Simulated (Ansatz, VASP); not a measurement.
**Two plane-wave programs on AlCo2**

```xyz
3
Lattice="4.0097 0.0000 0.0000 -2.0049 3.4725 0.0000 0.0000 0.0000 2.5712" Properties=species:S:1:pos:R:3 pbc="T T T"
Al    0.0000    0.0000    0.0000
Co    0.0000    2.3150    1.2856
Co    2.0049    1.1575    1.2856
```

Alike in both runs: functional PBE; k mesh 12 × 12 × 18; occupations gaussian, width 0.1 eV; collinear spin.

Ansatz relaxed the structure, and its values are those at the end. VASP's run is a single point on that final structure, the one shown.

|  | VASP | Ansatz |
| --- | --- | --- |
| version | VASP 6.6.1 | Ansatz 0.2.0 |
| potentials or method | VASP PAW PBE potentials, release 64 (Al, Co), cutoff 520 eV | scalar-relativistic, plane waves, PAW |
| valence electrons in the cell | 21 | 37 |

Ansatz gave:

* gap on the k mesh at the Fermi level (eV): none
* pressure (GPa): 0.0
* net moment per atom (μB): 0.79
* size of the moment on the site where the two differ most (μB): 1.24

Problem. What did VASP give for the same quantities?

Solution. gap on the k mesh at the Fermi level (eV): none; pressure (GPa): -0.4; net moment per atom (μB): 0.78; size of the moment on the site where the two differ most (μB): 1.22.

Site moments also hang on the region over which each program counts them. A gap of «none» marks a metal or a gap that the smearing closes. The functional is the same, so the differences come from potentials, cutoffs and numerics. VASP's potentials hold 21 valence electrons a cell and Ansatz's 37, so a difference there can come from the potentials and not from the codes.
